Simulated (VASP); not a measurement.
# Se (P3_121) in VASP: further runs, part 2 of 2

VASP 6.6.1. Earlier steps stand in the parts before.

## Step 4: Single point, r2SCAN+D3(BJ)

This run uses another cell than the first one, of 27.12 Å³/atom, 0.995 times its volume.

POSCAR

```
Se
1.0
    4.3255112378      0.0000000000      0.0000000000
   -2.1627556189      3.7460026163      0.0000000000
    0.0000000000      0.0000000000      5.0217353358
Se
3
Direct
    0.2263899972      0.0000000000      0.3333333333
    0.0000000000      0.2263899972      0.6666666667
    0.7736100028      0.7736100028      0.0000000000
```

INCAR.step1

```
SYSTEM = Se
PREC = Accurate ; ENCUT = 520
ISMEAR = 0 ; SIGMA = 0.01
LREAL = .False. ; LASPH = .True.
NELM = 60 ; NBANDS = 16
GGA = PE ; ALGO = Normal
EDIFF = 1E-4 ; LWAVE = .True.
LCHARG = .False.
```

INCAR.step2

```
SYSTEM = Se
PREC = Accurate ; ENCUT = 520
EDIFF = 1E-7 ; ISMEAR = 0
SIGMA = 0.01 ; LREAL = .False.
LASPH = .True. ; NELM = 60
ALGO = Normal ; ISIF = 2
LWAVE = .False. ; LCHARG = .False.
METAGGA = R2SCAN ; LMIXTAU = .True.
IVDW = 12 ; VDW_S6 = 1.0
VDW_S8 = 0.78981345 ; VDW_A1 = 0.49484001
VDW_A2 = 5.73083694 ; NBANDS = 16
ISTART = 1
```

KPOINTS

```
Automatic mesh
0
Gamma
  9 9 6
  0 0 0
```

Potentials or basis: VASP PAW PBE potentials, release 64 (Se).

Run with:

```console
cat potpaw_PBE.64/Se/POTCAR > POTCAR
cp INCAR.step1 INCAR
mpirun -np 1 vasp_std > vasp.out
cp INCAR.step2 INCAR
mpirun -np 1 vasp_std > vasp.out
```

OUTCAR:

```text
SYSTEM = Se
   PREC = Accurate
   ENCUT = 520
   EDIFF = 1E-7
   ISMEAR = 0
   LREAL = .False.
   LASPH = .True.
   NELM = 60
   ISIF = 2
   METAGGA = R2SCAN
   IVDW = 12
   ISTART = 1
 IVDW          = 12

 ion  position               nearest neighbor table
   1  0.226  0.000  0.333-   3 2.38   2 2.38
   2  0.000  0.226  0.667-   3 2.38   1 2.38
   3  0.774  0.774  0.000-   1 2.38   2 2.38

  LATTYP: Found a hexagonal cell.
 ALAT       =     4.3255112378
 C/A-ratio  =     1.1609576440

  Lattice vectors:

 A1 = (   4.3255112378,   0.0000000000,   0.0000000000)
 A2 = (  -2.1627556189,   3.7460026163,   0.0000000000)
 A3 = (   0.0000000000,   0.0000000000,   5.0217353358)

Analysis of symmetry for initial positions (statically):
=====================================================================
 Subroutine PRICEL returns:
 Original cell was already a primitive cell.

 Routine SETGRP: Setting up the symmetry group for a
 hexagonal supercell.

 Subroutine GETGRP returns: Found  6 space group operations
 (whereof  2 operations were pure point group operations)
 out of a pool of 24 trial point group operations.

The static configuration has the point symmetry C_2 .
 The point group associated with its full space group is D_3 .

Analysis of symmetry for dynamics (positions and initial velocities):
=====================================================================
 Subroutine PRICEL returns:
 Original cell was already a primitive cell.

 Routine SETGRP: Setting up the symmetry group for a
 hexagonal supercell.

 Subroutine GETGRP returns: Found  6 space group operations
 (whereof  2 operations were pure point group operations)
 out of a pool of 24 trial point group operations.

The dynamic configuration has the point symmetry C_2 .
 The point group associated with its full space group is D_3 .

 Subroutine INISYM returns: Found  6 space group operations
 (whereof  2 operations are pure point group operations),
 and found     1 'primitive' translations

[... 118 lines left out ...]
  Fermi-wavevector in a.u.,A,eV,Ry     =   0.990100  1.871018 13.337774  0.980299
  Thomas-Fermi vector in A             =   2.121747
   LORBIT       =      0    0 simple, 1 ext, 2 COOP (PROOUT), +10 PAW based schemes
   METAGGA = R2SCAN    functional components
   LHFCALC =     F    Hartree Fock is set to
   AEXX    =    0.0000 exact exchange contribution
   IVDW    =    12    specifies the selected vdW correction
   LEPSILON=     F    determine dielectric tensor
   LRPA    =     F    only Hartree local field effects (RPA)
 non-spin polarized calculation
 Gauss-broadening in eV      SIGMA  =   0.01
  energy-cutoff  :      520.00
  volume of cell :       81.37
 maximum number of plane-waves:      2210
   NGX = 17   NGY = 17   NGZ = 19

 number of electron      18.0000000 magnetization

 Free energy of the ion-electron system (eV)
  ---------------------------------------------------
  ext. energy  EPLUGINS =         0.00000000
  ---------------------------------------------------
  free energy    TOTEN  =       -42.91254443 eV

  energy without entropy =      -42.91254443  energy(sigma->0) =      -42.91254443

 E-fermi :   2.5036     XC(G=0):  -9.3139

 val. band max:        2.4381456401   @ k =   0.4444   0.1111   0.5000
 cond. band min:       3.5513318127   @ k =   0.3333   0.3333   0.5000
 fundamental gap:      1.1131861726
 Fermi energy:         2.5035650015

 k-point     1 :       0.0000    0.0000    0.0000
  band No.  band energies     occupation
      1     -14.0087      2.00000
      2      -9.7264      2.00000
      3      -9.7264      2.00000
      4      -1.4769      2.00000
      5      -1.4769      2.00000
      6      -1.3619      2.00000
[... 433 lines left out ...]
      3      -8.9338      2.00000
      4      -2.7233      2.00000
      5      -2.4475      2.00000
      6      -1.1156      2.00000
[... 8 lines left out ...]
     15      11.2453      0.00000
     16      12.2043      0.00000

 [... further k-points ...]

------------------------ aborting loop because EDIFF is reached ----------------------------------------

 Edisp (eV)   -0.45396

 E8    (eV) :    -0.1441

  FORCE on cell =-STRESS in cart. coord.  units (eV):
  Direction    XX          YY          ZZ          XY          YZ          ZX
  --------------------------------------------------------------------------------------
  -------------------------------------------------------------------------------------
  Total      -0.01149    -0.01149    -0.02563    -0.00000     0.00000     0.00000
  in kB      -0.22618    -0.22618    -0.50466    -0.00000     0.00000     0.00000
  external pressure =       -0.32 kB  Pullay stress =        0.00 kB

 VOLUME and BASIS-vectors are now :
 -----------------------------------------------------------------------------
  energy-cutoff  :      520.00
  volume of cell :       81.37
      direct lattice vectors                 reciprocal lattice vectors
     4.325511238  0.000000000  0.000000000     0.231186545  0.133475614  0.000000000
    -2.162755619  3.746002616  0.000000000     0.000000000  0.266951228  0.000000000
     0.000000000  0.000000000  5.021735336     0.000000000  0.000000000  0.199134350

 POSITION                                       TOTAL-FORCE (eV/Angst)
 -----------------------------------------------------------------------------------
      0.97925      0.00000      1.67391         0.003465     -0.000000     -0.000000
     -0.48963      0.84806      3.34782        -0.001733      0.003001      0.000000
      1.67313      2.89795      0.00000        -0.001733     -0.003001      0.000000
 -----------------------------------------------------------------------------------
    total drift:                               -0.000000     -0.000001     -0.000000

  FREE ENERGIE OF THE ION-ELECTRON SYSTEM (eV)
  ---------------------------------------------------
  free  energy   TOTEN  =       -43.3665067361 eV

  energy  without entropy=      -43.3665067361  energy(sigma->0) =      -43.36650674
```

OUTCAR.step1:

```text
SYSTEM = Se
   PREC = Accurate
   ENCUT = 520
   ISMEAR = 0
   LREAL = .False.
   LASPH = .True.
   NELM = 60
[... 682 lines left out ...]
      0.97925      0.00000      1.67391         0.375209     -0.000000     -0.000000
     -0.48963      0.84806      3.34782        -0.187605      0.324941      0.000000
      1.67313      2.89795      0.00000        -0.187605     -0.324941      0.000000
 -----------------------------------------------------------------------------------
    total drift:                                0.000000      0.000001      0.000000

  FREE ENERGIE OF THE ION-ELECTRON SYSTEM (eV)
  ---------------------------------------------------
  free  energy   TOTEN  =       -10.4793219618 eV

  energy  without entropy=      -10.4793219618  energy(sigma->0) =      -10.47932196
```

OSZICAR.step1:

```text
N       E                     dE             d eps       ncg     rms          rms(c)
DAV:   1     0.825352675789E+02    0.82535E+02   -0.71449E+03  1984   0.932E+02
DAV:   2    -0.513780833050E+01   -0.87673E+02   -0.83122E+02  2632   0.154E+02
DAV:   3    -0.105175845274E+02   -0.53798E+01   -0.53621E+01  2456   0.436E+01
DAV:   4    -0.105556075191E+02   -0.38023E-01   -0.38018E-01  2552   0.434E+00
DAV:   5    -0.105558706510E+02   -0.26313E-03   -0.26313E-03  2552   0.358E-01    0.694E+00
DAV:   6    -0.104988555922E+02    0.57015E-01   -0.35096E-02  2320   0.118E+00    0.430E+00
DAV:   7    -0.104799149178E+02    0.18941E-01   -0.72170E-02  2416   0.166E+00    0.200E-01
DAV:   8    -0.104791747603E+02    0.74016E-03   -0.92245E-03  2168   0.587E-01    0.103E-01
DAV:   9    -0.104792805596E+02   -0.10580E-03   -0.29533E-04  2824   0.111E-01    0.343E-02
DAV:  10    -0.104793219618E+02   -0.41402E-04   -0.48790E-05  1640   0.483E-02
   1 F= -.10479322E+02 E0= -.10479322E+02  d E =-.196011E-12
```

It took 2.3 min on 1 thread of Intel Xeon 6975P-C (Granite Rapids), shared host; peak memory 0.23 GiB.

Results:

```
Free energy                : -43.3665 eV
Pressure                   : 0.0 GPa
Largest force              : 0.003 eV/Å
Band gap on the k mesh     : 1.11 eV, indirect (least direct gap 1.31 eV)
Dispersion energy per atom : -0.151 eV
```

Forces in eV/Å, atoms in the order of the input:
```
Se   0.003  0.000  0.000
Se  -0.002  0.003  0.000
Se  -0.002 -0.003  0.000
```

Caveat: the PAW data sets were made with another functional, which shifts forces and pressure a little.

## Step 5: Relaxation of cell and atoms, r2SCAN+D3(BJ)

This run uses another cell than the first one, of 27.11 Å³/atom, 0.995 times its volume.

POSCAR

```
Se
1.0
    4.3252889173      0.0000000000      0.0000000000
   -2.1626444586      3.7458100811      0.0000000000
    0.0000000000      0.0000000000      5.0200259702
Se
3
Direct
    0.2264716543      0.0000000000      0.3333333333
    0.0000000000      0.2264716543      0.6666666667
    0.7735283457      0.7735283457      0.0000000000
```

INCAR.step1

```
ALGO = Normal
EDIFF = 1E-4
ENCUT = 600
GGA = PE
ISMEAR = 0
LASPH = True
LCHARG = False
LREAL = False
LWAVE = True
NELM = 100
PREC = Accurate
SIGMA = 0.01
```

INCAR.step2

```
ALGO = Normal
EDIFF = 1E-7
EDIFFG = -0.001
ENCUT = 600
IBRION = 2
ISIF = 3
ISMEAR = 0
ISTART = 1
IVDW = 12
LASPH = True
LCHARG = False
LMIXTAU = True
LREAL = False
LWAVE = False
METAGGA = R2SCAN
NELM = 100
NSW = 80
PREC = Accurate
SIGMA = 0.01
VDW_A1 = 0.49484001
VDW_A2 = 5.73083694
VDW_S6 = 1.0
VDW_S8 = 0.78981345
```

KPOINTS

```
k-points
0
Gamma
  9 9 6
```

Potentials or basis: VASP PAW PBE potentials, release 64 (Se).

Run with:

```console
cat potpaw_PBE.64/Se/POTCAR > POTCAR
cp INCAR.step1 INCAR
mpirun -np 1 vasp_std > vasp.out
cp INCAR.step2 INCAR
mpirun -np 1 vasp_std > vasp.out
```

OUTCAR:

```text
EDIFF = 1E-7
   EDIFFG = -0.001
   ENCUT = 600
   IBRION = 2
   ISIF = 3
   ISMEAR = 0
   ISTART = 1
   IVDW = 12
   LASPH = True
   LREAL = False
   METAGGA = R2SCAN
   NELM = 100
   NSW = 80
   PREC = Accurate
 IVDW          = 12

 ion  position               nearest neighbor table
   1  0.226  0.000  0.333-   3 2.38   2 2.38
   2  0.000  0.226  0.667-   3 2.38   1 2.38
   3  0.774  0.774  0.000-   2 2.38   1 2.38

  LATTYP: Found a hexagonal cell.
 ALAT       =     4.3252889173
 C/A-ratio  =     1.1606221148

  Lattice vectors:

 A1 = (   4.3252889173,   0.0000000000,   0.0000000000)
 A2 = (  -2.1626444586,   3.7458100811,   0.0000000000)
 A3 = (   0.0000000000,   0.0000000000,   5.0200259702)

Analysis of symmetry for initial positions (statically):
=====================================================================
 Subroutine PRICEL returns:
 Original cell was already a primitive cell.

 Routine SETGRP: Setting up the symmetry group for a
 hexagonal supercell.

 Subroutine GETGRP returns: Found  6 space group operations
 (whereof  2 operations were pure point group operations)
 out of a pool of 24 trial point group operations.

The static configuration has the point symmetry C_2 .
 The point group associated with its full space group is D_3 .

Analysis of symmetry for dynamics (positions and initial velocities):
=====================================================================
 Subroutine PRICEL returns:
 Original cell was already a primitive cell.

 Routine SETGRP: Setting up the symmetry group for a
 hexagonal supercell.

 Subroutine GETGRP returns: Found  6 space group operations
 (whereof  2 operations were pure point group operations)
 out of a pool of 24 trial point group operations.

The dynamic configuration has the point symmetry C_2 .
 The point group associated with its full space group is D_3 .

 Subroutine INISYM returns: Found  6 space group operations
 (whereof  2 operations are pure point group operations),
 and found     1 'primitive' translations

----------------------------------------------------------------------------------------

                                     Primitive cell

[... 109 lines left out ...]
   IALGO  =     38    algorithm
   IMIX   =      4    mixing-type and parameters
     AMIX     =   0.40;   BMIX     =  1.00
     AMIX_MAG =   1.60;   BMIX_MAG =  1.00
  volume/ion in A,a.u.               =      27.11       182.95
  Fermi-wavevector in a.u.,A,eV,Ry     =   0.990247  1.871295 13.341716  0.980588
  Thomas-Fermi vector in A             =   2.121903
   LORBIT       =      0    0 simple, 1 ext, 2 COOP (PROOUT), +10 PAW based schemes
   METAGGA = R2SCAN    functional components
   LHFCALC =     F    Hartree Fock is set to
   AEXX    =    0.0000 exact exchange contribution
   IVDW    =    12    specifies the selected vdW correction
   LEPSILON=     F    determine dielectric tensor
   LRPA    =     F    only Hartree local field effects (RPA)
 conjugate gradient relaxation of ions
 non-spin polarized calculation
 Gauss-broadening in eV      SIGMA  =   0.01
  energy-cutoff  :      600.00
  volume of cell :       81.33
 maximum number of plane-waves:      2756
 NGX is ok and might be reduce to    36
   NGX = 17   NGY = 17   NGZ = 21

--------------------------------------- Ionic step        1  -------------------------------------------

 number of electron      18.0000000 magnetization

 Free energy of the ion-electron system (eV)
  ---------------------------------------------------
  ext. energy  EPLUGINS =         0.00000000
  ---------------------------------------------------
  free energy    TOTEN  =       -42.91402402 eV

  energy without entropy =      -42.91402402  energy(sigma->0) =      -42.91402402

------------------------ aborting loop because EDIFF is reached ----------------------------------------

 Edisp (eV)   -0.45416

 E8    (eV) :    -0.1442
[... 319 lines left out ...]
--------------------------------------- Ionic step        9  -------------------------------------------

 number of electron      18.0000000 magnetization

 Free energy of the ion-electron system (eV)
  ---------------------------------------------------
  ext. energy  EPLUGINS =         0.00000000
  ---------------------------------------------------
  free energy    TOTEN  =       -42.91300212 eV

  energy without entropy =      -42.91300212  energy(sigma->0) =      -42.91300212

 E-fermi :   2.5644     XC(G=0):  -9.3283

 val. band max:        2.4654766445   @ k =   0.4444   0.1111   0.5000
 cond. band min:       3.5760067908   @ k =   0.3333   0.3333   0.5000
 fundamental gap:      1.1105301462
 Fermi energy:         2.5644039308

 k-point     1 :       0.0000    0.0000    0.0000
  band No.  band energies     occupation
      1     -13.9913      2.00000
      2      -9.7041      2.00000
      3      -9.7041      2.00000
      4      -1.4482      2.00000
      5      -1.4482      2.00000
      6      -1.3433      2.00000
      7       0.3750      2.00000
      8       0.3750      2.00000
      9       2.0124      2.00000
     10       4.5042      0.00000
     11       4.5042      0.00000
     12       4.8940      0.00000
     13       9.3162      0.00000
[... 354 lines left out ...]
  band No.  band energies     occupation
      1     -13.5425      2.00000
      2     -10.8206      2.00000
      3      -8.9126      2.00000
      4      -2.7073      2.00000
      5      -2.4265      2.00000
      6      -1.0978      2.00000
      7       0.1968      2.00000
      8       0.9001      2.00000
      9       1.7343      2.00000
     10       4.3836      0.00000
     11       4.9862      0.00000
     12       5.4108      0.00000
     13       8.6802      0.00000

 [... further k-points ...]

------------------------ aborting loop because EDIFF is reached ----------------------------------------

 Edisp (eV)   -0.45521

 E8    (eV) :    -0.1445
[... 26 lines left out ...]
  FREE ENERGIE OF THE ION-ELECTRON SYSTEM (eV)
  ---------------------------------------------------
  free  energy   TOTEN  =       -43.3682073989 eV

  energy  without entropy=      -43.3682073989  energy(sigma->0) =      -43.36820740

 reached required accuracy - stopping structural energy minimisation
```

OUTCAR.step1:

```text
EDIFF = 1E-4
   ENCUT = 600
   GGA = PE
   ISMEAR = 0
[... 613 lines left out ...]
      0.97956      0.00000      1.67334         0.373595      0.000000     -0.000000
     -0.48978      0.84832      3.34668        -0.186798      0.323543      0.000000
      1.67287      2.89749      0.00000        -0.186798     -0.323543      0.000000
 -----------------------------------------------------------------------------------
    total drift:                                0.000001      0.000001     -0.000000

  FREE ENERGIE OF THE ION-ELECTRON SYSTEM (eV)
  ---------------------------------------------------
  free  energy   TOTEN  =       -10.4792666686 eV

  energy  without entropy=      -10.4792666686  energy(sigma->0) =      -10.47926667
```

OSZICAR.step1:

```text
N       E                     dE             d eps       ncg     rms          rms(c)
DAV:   1     0.956634890732E+02    0.95663E+02   -0.79772E+03  1612   0.129E+03
DAV:   2    -0.371322134406E+01   -0.99377E+02   -0.95628E+02  2193   0.184E+02
DAV:   3    -0.104894421832E+02   -0.67762E+01   -0.67362E+01  1952   0.562E+01
DAV:   4    -0.105552129416E+02   -0.65771E-01   -0.65717E-01  1877   0.651E+00
DAV:   5    -0.105557786097E+02   -0.56567E-03   -0.56565E-03  2002   0.604E-01    0.695E+00
DAV:   6    -0.104987809372E+02    0.56998E-01   -0.39203E-02  1812   0.146E+00    0.430E+00
DAV:   7    -0.104798877846E+02    0.18893E-01   -0.77763E-02  1727   0.203E+00    0.200E-01
DAV:   8    -0.104791176177E+02    0.77017E-03   -0.10390E-02  1672   0.733E-01    0.106E-01
DAV:   9    -0.104792295376E+02   -0.11192E-03   -0.33725E-04  2082   0.142E-01    0.330E-02
DAV:  10    -0.104792666686E+02   -0.37131E-04   -0.53563E-05  1086   0.595E-02
   1 F= -.10479267E+02 E0= -.10479267E+02  d E =-.137875E-22
```

Run time: 11 min. Hardware: 1 thread of Intel Xeon 6975P-C (Granite Rapids), shared host; peak memory 0.29 GiB.

Results:

| Quantity | Value |
| --- | --- |
| Free energy | -43.3682 eV |
| Relaxed volume | 27.05 Å³/atom |
| Relaxed cell | a = 4.320 Å, b = 4.320 Å, c = 5.020 Å, α = 90.00°, β = 90.00°, γ = 120.00° |
| Space group after relaxing (to 0.05 Å) | P3_121 (No. 152) |
| Energy gained by relaxing | 0.0 meV/atom |
| Ionic steps | 9 |
| Pressure after relaxing | 0.0 GPa |
| Band gap on the k mesh | 1.11 eV, indirect (least direct gap 1.31 eV) |
| Dispersion energy per atom | -0.152 eV |

Final structure:
```cif
data_structure
_symmetry_space_group_name_H-M 'P 1'
_symmetry_Int_Tables_number 1
_cell_length_a 4.3201
_cell_length_b 4.3201
_cell_length_c 5.0205
_cell_angle_alpha 90.000
_cell_angle_beta 90.000
_cell_angle_gamma 120.000
_cell_volume 81.15
loop_
_atom_site_label
_atom_site_type_symbol
_atom_site_fract_x
_atom_site_fract_y
_atom_site_fract_z
_atom_site_occupancy
Se1 Se 0.22680 0.00000 0.33333 1
Se2 Se 0.00000 0.22679 0.66667 1
Se3 Se 0.77320 0.77320 0.00000 1
```

Levels at points of the mesh, in eV from the valence-band top:
```csv
k point,band 5,band 6,band 7,band 8,band 9,band 10,band 11,band 12,band 13
"(0.00, 0.00, 0.00)",-3.91,-3.81,-2.09,-2.09,-0.45,2.04,2.04,2.43,6.85
"(0.00, 0.00, 0.50)",-3.44,-3.44,-1.55,-1.55,-1.28,1.37,1.48,1.48,6.69
```

Caveat: the PAW data sets were made with another functional, which shifts forces and pressure a little. A k mesh can miss the band edges.

## Step 6: Summary

```tsv
task	cell	k mesh	cutoff (eV)	smearing	gap on the mesh (eV)	pressure (GPa)
single point	a = 4.366, b = 4.366, c = 4.954 Å, angles 90.0, 90.0, 120.0°, 3 atoms	6 × 6 × 4	520	gaussian 0.1 eV	1.26	0.4
single point	a = 4.325, b = 4.325, c = 5.020 Å, angles 90.0, 90.0, 120.0°, 3 atoms	9 × 9 × 6	520	gaussian 0.02 eV	1.12	0.0
single point	a = 4.326, b = 4.326, c = 5.022 Å, angles 90.0, 90.0, 120.0°, 3 atoms	9 × 9 × 6	520	gaussian 0.01 eV	1.11	0.0
relaxation of cell and atoms	relaxed from a = 4.325, b = 4.325, c = 5.020 Å, angles 90.0, 90.0, 120.0°, 3 atoms	9 × 9 × 6	600	gaussian 0.01 eV	1.11	0.0
```

Alike in all rows: level r2SCAN+D3(BJ); potentials or basis VASP PAW PBE potentials, release 64 (Se); no spin polarisation.

Caveats: the PAW data sets were made with another functional, which shifts forces and pressure a little.

Absolute energies hang on the potentials; compare differences alone.
